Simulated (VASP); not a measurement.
# LiSi3N2 (P6/mmm) in VASP: further runs

The runs below take LiSi3N2 through single point, relaxation of cell and atoms, with PBE.

All numbers are computed with VASP 6.6.1; they aren't measurements. Logs are shortened: lines on timing, memory, paths and dates and some standing lists are left out, and cuts for length are marked.

## 1. The cell of the first run

The structure is hexagonal, space group P6/mmm (No. 191). Conventional cell: a = 5.335 Å, b = 5.335 Å, c = 2.805 Å, α = 90.00°, β = 90.00°, γ = 120.00°. Li (site symmetry 6/mmm) has 2 Li at 2.81 Å and 12 Si at 3.01 Å and 6 N at 3.08 Å within 3.7 Å. Si (site symmetry mmm) has 4 N at 2.08 Å and 6 Si at 2.67 to 2.81 Å and 4 Li at 3.01 Å within 3.1 Å. N (site symmetry -6m2) has 6 Si at 2.08 Å and 2 N at 2.81 Å within 2.9 Å.

The cell was generated, and may not be a known phase.

## 2. Single point, PBE

Contents of INCAR:

```
SYSTEM = LiSi3N2
PREC = Accurate
ENCUT = 520
EDIFF = 1E-6
ISMEAR = 0
SIGMA = 0.1
LREAL = .False.
LASPH = .True.
NELM = 100
ALGO = Fast
ISIF = 2
LWAVE = .False.
LCHARG = .False.
GGA = PE
NBANDS = 22
```

Contents of KPOINTS:

```
regular mesh
0
Gamma
  12 12 14
  0 0 0
```

Contents of POSCAR:

```
LiSi3N2
1.0
    5.3347960097      0.0000000000      0.0000000000
   -2.6673980049      4.6200688684      0.0000000000
    0.0000000000      0.0000000000      2.8054597356
Li Si N
1 3 2
Direct
    0.0000000000      0.0000000000      0.0000000000
    0.0000000000      0.5000000000      0.5000000000
    0.5000000000      0.0000000000      0.5000000000
    0.5000000000      0.5000000000      0.5000000000
    0.6666666667      0.3333333333      0.0000000000
    0.3333333333      0.6666666667      0.0000000000
```

Potentials or basis: VASP PAW PBE potentials, release 64 (Li_sv, Si, N).

On the command line:

```sh
cat potpaw_PBE.64/Li_sv/POTCAR potpaw_PBE.64/Si/POTCAR potpaw_PBE.64/N/POTCAR > POTCAR
mpirun -np 1 vasp_std > vasp.out
```

OUTCAR:

```text
SYSTEM = LiSi3N2
   PREC = Accurate
   ENCUT = 520
   EDIFF = 1E-6
   ISMEAR = 0
   LREAL = .False.
   LASPH = .True.
   NELM = 100
   ISIF = 2
   GGA = PE

 ion  position               nearest neighbor table
   1  0.000  0.000  0.000-
   2  0.000  0.500  0.500-   5 2.08   6 2.08   5 2.08   6 2.08   3 2.67   3 2.67   4 2.67   4 2.67

   3  0.500  0.000  0.500-   5 2.08   6 2.08   5 2.08   6 2.08   2 2.67   2 2.67   4 2.67   4 2.67

   4  0.500  0.500  0.500-   5 2.08   6 2.08   5 2.08   6 2.08   2 2.67   2 2.67   3 2.67   3 2.67

   5  0.667  0.333  0.000-   2 2.08   2 2.08   3 2.08   3 2.08   4 2.08   4 2.08
   6  0.333  0.667  0.000-   2 2.08   2 2.08   3 2.08   3 2.08   4 2.08   4 2.08

  LATTYP: Found a hexagonal cell.
 ALAT       =     5.3347960097
 C/A-ratio  =     0.5258794770

  Lattice vectors:

 A1 = (   5.3347960097,   0.0000000000,   0.0000000000)
 A2 = (  -2.6673980049,   4.6200688684,   0.0000000000)
 A3 = (   0.0000000000,   0.0000000000,   2.8054597356)

Analysis of symmetry for initial positions (statically):
=====================================================================
 Subroutine PRICEL returns:
 Original cell was already a primitive cell.

 Routine SETGRP: Setting up the symmetry group for a
 hexagonal supercell.

 Subroutine GETGRP returns: Found 24 space group operations
 (whereof 24 operations were pure point group operations)
 out of a pool of 24 trial point group operations.

The static configuration has the point symmetry D_6h.

Analysis of symmetry for dynamics (positions and initial velocities):
=====================================================================
 Subroutine PRICEL returns:
 Original cell was already a primitive cell.

 Routine SETGRP: Setting up the symmetry group for a
 hexagonal supercell.

 Subroutine GETGRP returns: Found 24 space group operations
 (whereof 24 operations were pure point group operations)
 out of a pool of 24 trial point group operations.

The dynamic configuration has the point symmetry D_6h.

 Subroutine INISYM returns: Found 24 space group operations
 (whereof 24 operations are pure point group operations),
 and found     1 'primitive' translations

----------------------------------------------------------------------------------------

                                     Primitive cell

  volume of cell :      69.1465

[... 92 lines left out ...]
   LSORBIT =      F    spin-orbit coupling
   LASPH  =      T    aspherical Exc in radial PAW
   ENCUT  =  520.0 eV  38.22 Ry    6.18 a.u.   9.92  9.92  5.22*2*pi/ulx,y,z
   NELM   =    100;   NELMIN=  2; NELMDL= -5     # of ELM steps
   EDIFF  = 0.1E-05   stopping-criterion for ELM
   LREAL  =      F    real-space projection
   EDIFFG = 0.1E-04   stopping-criterion for IOM
   NSW    =      0    number of steps for IOM
   IBRION =     -1    ionic relax: 0-MD 1-quasi-New 2-CG
   NFREE  =      0    steps in history (QN), initial steepest desc. (CG)
   ISIF   =      2    stress and relaxation
   ISYM   =      2    0-nonsym 1-usesym 2-fastsym
   POTIM  = 0.5000    time-step for ionic-motion
   TEBEG  =    0.0;   TEEND  =   0.0 temperature during run
   PSTRESS=    0.0 pullay stress
   NELECT =      25.0000    total number of electrons
   NUPDOWN=      -1.0000    fix difference up-down
   EMIN   =  10.00;   EMAX   =-10.00  energy-range for DOS
   EFERMI =   0.00;   METHOD = LEGACY
   ISMEAR =     0;   SIGMA  =   0.10  broadening in eV -4-tet -1-fermi 0-gaus
   EFERMI_NEDOS =   21; number of points for ismear=-14 and -15
   IALGO  =     68    algorithm
   IMIX   =      4    mixing-type and parameters
     AMIX     =   0.40;   BMIX     =  1.00
     AMIX_MAG =   1.60;   BMIX_MAG =  1.00
  volume/ion in A,a.u.               =      11.52        77.77
  Fermi-wavevector in a.u.,A,eV,Ry     =   1.166267  2.203925 18.506362  1.360179
  Thomas-Fermi vector in A             =   2.302783
   LORBIT       =      0    0 simple, 1 ext, 2 COOP (PROOUT), +10 PAW based schemes
   GGA     = PE    functional components
   LHFCALC =     F    Hartree Fock is set to
   AEXX    =    0.0000 exact exchange contribution
   IVDW    =     0    specifies the selected vdW correction
   LEPSILON=     F    determine dielectric tensor
   LRPA    =     F    only Hartree local field effects (RPA)
 non-spin polarized calculation
 RMM-DIIS sequential band-by-band and
 Gauss-broadening in eV      SIGMA  =   0.10
  energy-cutoff  :      520.00
  volume of cell :       69.15
 maximum number of plane-waves:      1878
 NGX is ok and might be reduce to    40
   NGX = 19   NGY = 19   NGZ = 11

 number of electron      25.0000013 magnetization

 Free energy of the ion-electron system (eV)
  ---------------------------------------------------
  ext. energy  EPLUGINS =         0.00000000
  ---------------------------------------------------
  free energy    TOTEN  =       -31.67369654 eV

  energy without entropy =      -31.66569426  energy(sigma->0) =      -31.66969540

 E-fermi :   8.4635     XC(G=0): -10.8186

 val. band max:        8.4530930277   @ k =   0.2500   0.1667   0.3571
 cond. band min:       8.4660669315   @ k =   0.4167   0.0833   0.1429
 fundamental gap:      0.0129739037
 Fermi energy:         8.4635044227

 k-point     1 :       0.0000    0.0000    0.0000
  band No.  band energies     occupation
      1     -37.8203      2.00000
      2     -10.6866      2.00000
      3      -8.7919      2.00000
      4      -1.8796      2.00000
      5      -1.8796      2.00000
      6       1.2692      2.00000
[... 589 lines left out ...]
     21      15.4700      0.00000
     22      16.9194      0.00000

 [... further k-points ...]
[... 5 lines left out ...]
  --------------------------------------------------------------------------------------
  -------------------------------------------------------------------------------------
  Total       -0.0173429     -0.0173429      0.0108535      0.0000000      0.0000000      0.0000000
  in kB       -0.4018486     -0.4018486      0.2514844      0.0000000      0.0000000      0.0000000
  external PRESSURE =      -0.1840709 kB  Pullay stress =       0.0000000 kB

 VOLUME and BASIS-vectors are now :
 -----------------------------------------------------------------------------
  energy-cutoff  :      520.00
  volume of cell :       69.15
      direct lattice vectors                 reciprocal lattice vectors
     5.334796010  0.000000000  0.000000000     0.187448592  0.108223495  0.000000000
    -2.667398005  4.620068868  0.000000000     0.000000000  0.216446990  0.000000000
     0.000000000  0.000000000  2.805459736     0.000000000  0.000000000  0.356447818

 POSITION                                       TOTAL-FORCE (eV/Angst)
 -----------------------------------------------------------------------------------
      0.00000      0.00000      0.00000        -0.000000      0.000000      0.000000
     -1.33370      2.31003      1.40273        -0.000000      0.000000      0.000000
      2.66740      0.00000      1.40273        -0.000000      0.000000      0.000000
      1.33370      2.31003      1.40273        -0.000000      0.000000      0.000000
      2.66740      1.54002      0.00000        -0.000000      0.000000      0.000000
     -0.00000      3.08005      0.00000         0.000000     -0.000000      0.000000
 -----------------------------------------------------------------------------------
    total drift:                                0.000000     -0.000000      0.000000

  FREE ENERGIE OF THE ION-ELECTRON SYSTEM (eV)
  ---------------------------------------------------
  free  energy   TOTEN  =       -31.6736965419 eV

  energy  without entropy=      -31.6656942594  energy(sigma->0) =      -31.66969540
```

stdout:

```text
POSCAR found type information on POSCAR LiSiN
 POSCAR found :  3 types and       6 ions
 scaLAPACK will be used
 LDA part: xc-table for (Slater+PW92), standard interpolation
 POSCAR, INCAR and KPOINTS ok, starting setup
 FFT: planning ... GRIDC
 FFT: planning ... GRID_SOFT
 FFT: planning ... GRID
 WAVECAR not read
 entering main loop
WARNING in EDDRMM: call to ZHEGV failed, returncode =   8  4     19
WARNING in EDDRMM: call to ZHEGV failed, returncode =   8  4     16
WARNING in EDDRMM: call to ZHEGV failed, returncode =   8  4     19
WARNING in EDDRMM: call to ZHEGV failed, returncode =   8  4     19
WARNING in EDDRMM: call to ZHEGV failed, returncode =   8  4      2
WARNING in EDDRMM: call to ZHEGV failed, returncode =   6  3      9
WARNING in EDDRMM: call to ZHEGV failed, returncode =   8  4     16
```

Wall time 4.8 min (1 thread of Oxide Virtual Turin-like, shared host); peak memory 0.29 GiB.

What came out:

```
Free energy            : -31.6737 eV
Band gap on the k mesh : zero (an odd number of electrons rules out a gap without spin polarisation)
```

Caveat: the cutoff is under 1.25 times the usual one of these potentials, so pressure, stress and relaxed cells hold a basis-set (Pulay) error; an odd number of electrons without spin polarisation forces a metal; a magnetic or distorted state may lie lower.

## 3. Relaxation of cell and atoms, PBE

This run uses another cell than the first one, of 11.58 Å³/atom.

Contents of INCAR:

```
  PREC = Accurate
  ENCUT = 600
  EDIFF = 1E-7
  ISMEAR = 0
  SIGMA = 0.1
  LREAL = False
  LASPH = True
  NELM = 80
  ALGO = Fast
  ISIF = 3
  LWAVE = False
  LCHARG = False
  GGA = PE
  IBRION = 2
  NSW = 100
  EDIFFG = -0.01
```

Contents of KPOINTS:

```
regular mesh
0
Gamma
  12 12 14
```

Edit POSCAR of step 2 so:

```diff
@@ -2,5 +2,5 @@
 1.0
-    5.3347960097      0.0000000000      0.0000000000
-   -2.6673980049      4.6200688684      0.0000000000
-    0.0000000000      0.0000000000      2.8054597356
+    5.3587058019      0.0000000000      0.0000000000
+   -2.6793529010      4.6407753559      0.0000000000
+    0.0000000000      0.0000000000      2.7939074529
 Li Si N
```

Potentials or basis: VASP PAW PBE potentials, release 64 (Li_sv, Si, N).

On the command line:

```sh
cat potpaw_PBE.64/Li_sv/POTCAR potpaw_PBE.64/Si/POTCAR potpaw_PBE.64/N/POTCAR > POTCAR
mpirun -np 1 vasp_std > vasp.out
```

OUTCAR:

```text
PREC = Accurate
   ENCUT = 600
   EDIFF = 1E-7
   ISMEAR = 0
   LREAL = False
   LASPH = True
   NELM = 80
   ISIF = 3
   GGA = PE
   IBRION = 2
   NSW = 100
   EDIFFG = -0.01

 ion  position               nearest neighbor table
   1  0.000  0.000  0.000-
   2  0.000  0.500  0.500-   5 2.08   6 2.08   5 2.08   6 2.08   4 2.68   4 2.68   3 2.68   3 2.68

   3  0.500  0.000  0.500-   5 2.08   6 2.08   5 2.08   6 2.08   2 2.68   2 2.68   4 2.68   4 2.68

   4  0.500  0.500  0.500-   5 2.08   6 2.08   5 2.08   6 2.08   2 2.68   2 2.68   3 2.68   3 2.68

   5  0.667  0.333  0.000-   2 2.08   2 2.08   3 2.08   3 2.08   4 2.08   4 2.08
   6  0.333  0.667  0.000-   2 2.08   2 2.08   3 2.08   3 2.08   4 2.08   4 2.08

  LATTYP: Found a hexagonal cell.
 ALAT       =     5.3587058019
 C/A-ratio  =     0.5213772795

  Lattice vectors:

 A1 = (   5.3587058019,   0.0000000000,   0.0000000000)
 A2 = (  -2.6793529010,   4.6407753559,   0.0000000000)
 A3 = (   0.0000000000,   0.0000000000,   2.7939074529)

Analysis of symmetry for initial positions (statically):
[... 186 lines left out ...]
------------------------ aborting loop because EDIFF is reached ----------------------------------------

  FORCE on cell =-STRESS in cart. coord.  units (eV):
  Direction    XX          YY          ZZ          XY          YZ          ZX
  --------------------------------------------------------------------------------------
  -------------------------------------------------------------------------------------
  Total       -0.4055616     -0.4055616      0.1534026      0.0000000     -0.0000000     -0.0000000
  in kB       -9.3520104     -9.3520104      3.5373738      0.0000000     -0.0000000     -0.0000000
  external PRESSURE =      -5.0555490 kB  Pullay stress =       0.0000000 kB
[... 107 lines left out ...]
--------------------------------------- Ionic step        4  -------------------------------------------

 number of electron      25.0000001 magnetization

 Free energy of the ion-electron system (eV)
  ---------------------------------------------------
  ext. energy  EPLUGINS =         0.00000000
  ---------------------------------------------------
  free energy    TOTEN  =       -31.67765047 eV

  energy without entropy =      -31.66967345  energy(sigma->0) =      -31.67366196

 E-fermi :   8.4796     XC(G=0): -10.8236

 val. band max:        8.4701266145   @ k =   0.2500   0.1667   0.3571
 cond. band min:       8.4825121315   @ k =   0.4167   0.0833   0.1429
 fundamental gap:      0.0123855170
 Fermi energy:         8.4796180715

 k-point     1 :       0.0000    0.0000    0.0000
  band No.  band energies     occupation
      1     -37.8026      2.00000
      2     -10.6852      2.00000
      3      -8.7874      2.00000
      4      -1.8721      2.00000
      5      -1.8721      2.00000
      6       1.2762      2.00000
[... 433 lines left out ...]
      3      -9.2286      2.00000
      4      -2.1026      2.00000
      5      -1.4081      2.00000
      6       0.8882      2.00000
[... 8 lines left out ...]
     15      11.1964      0.00000
     16      11.9496      0.00000

 [... further k-points ...]
[... 5 lines left out ...]
  --------------------------------------------------------------------------------------
  -------------------------------------------------------------------------------------
  Total       -0.0033489     -0.0033489      0.0125966      0.0000000     -0.0000000      0.0000000
  in kB       -0.0776864     -0.0776864      0.2922106      0.0000000     -0.0000000      0.0000000
  external PRESSURE =       0.0456126 kB  Pullay stress =       0.0000000 kB
[... 21 lines left out ...]
  FREE ENERGIE OF THE ION-ELECTRON SYSTEM (eV)
  ---------------------------------------------------
  free  energy   TOTEN  =       -31.6776504676 eV

  energy  without entropy=      -31.6696734450  energy(sigma->0) =      -31.67366196

 reached required accuracy - stopping structural energy minimisation
```

OSZICAR:

```text
N       E                     dE             d eps       ncg     rms          rms(c)
DAV:   1     0.108029645778E+03    0.10803E+03   -0.11850E+04  4864   0.157E+03
DAV:   2    -0.244125844658E+02   -0.13244E+03   -0.13040E+03  6440   0.276E+02
DAV:   3    -0.332401473085E+02   -0.88276E+01   -0.87165E+01  7184   0.749E+01
DAV:   4    -0.335649615338E+02   -0.32481E+00   -0.32451E+00  8096   0.126E+01
[... 56 lines left out ...]
RMM:   5    -0.316776496001E+02    0.18447E-05   -0.17221E-05  6019   0.380E-02    0.342E-03
RMM:   6    -0.316776504264E+02   -0.82628E-06   -0.95006E-06  6610   0.195E-02    0.389E-03
RMM:   7    -0.316776503119E+02    0.11446E-06   -0.47260E-06  6057   0.136E-02    0.100E-03
RMM:   8    -0.316776504085E+02   -0.96623E-07   -0.17502E-06  4933   0.868E-03    0.571E-04
RMM:   9    -0.316776504676E+02   -0.59064E-07   -0.70182E-07  4093   0.539E-03
   4 F= -.31677650E+02 E0= -.31673662E+02  d E =-.252359E-03
```

It took 20 min on 1 thread of Oxide Virtual Turin-like, shared host; peak memory 0.34 GiB.

Results:

| Item | Value |
| --- | --- |
| Free energy | -31.6777 eV |
| Relaxed volume | 11.51 Å³/atom |
| Relaxed cell | a = 5.332 Å, b = 5.332 Å, c = 2.805 Å, α = 90.00°, β = 90.00°, γ = 120.00° |
| Space group after relaxing (to 0.1 Å) | P6/mmm (No. 191) |
| Energy gained by relaxing | 0.4 meV/atom |
| Ionic steps | 4 |
| Pressure after relaxing | 0.0 GPa |
| Band gap on the k mesh | zero (an odd number of electrons rules out a gap without spin polarisation) |

The path:
```
step  energy change (eV)  largest force (eV/Å)  pressure (GPa)  volume (Å³)
   1              0.0000                0.0000           -0.51        69.48
   2             -0.0019                0.0000           -0.01        69.11
   3             -0.0021                0.0000            0.24        68.94
   4             -0.0024                0.0000            0.00        69.07
```

Final structure:
```
CELL_PARAMETERS angstrom
5.33206 0.00000 0.00000
-2.66603 4.61770 0.00000
0.00000 0.00000 2.80509
ATOMIC_POSITIONS crystal
Li 0.00000 0.00000 0.00000
Si 0.00000 0.50000 0.50000
Si 0.50000 0.00000 0.50000
Si 0.50000 0.50000 0.50000
N 0.66667 0.33333 0.00000
N 0.33333 0.66667 0.00000
```

Caveat: the cutoff is under 1.25 times the usual one of these potentials, so pressure, stress and relaxed cells hold a basis-set (Pulay) error; an odd number of electrons without spin polarisation forces a metal; a magnetic or distorted state may lie lower.
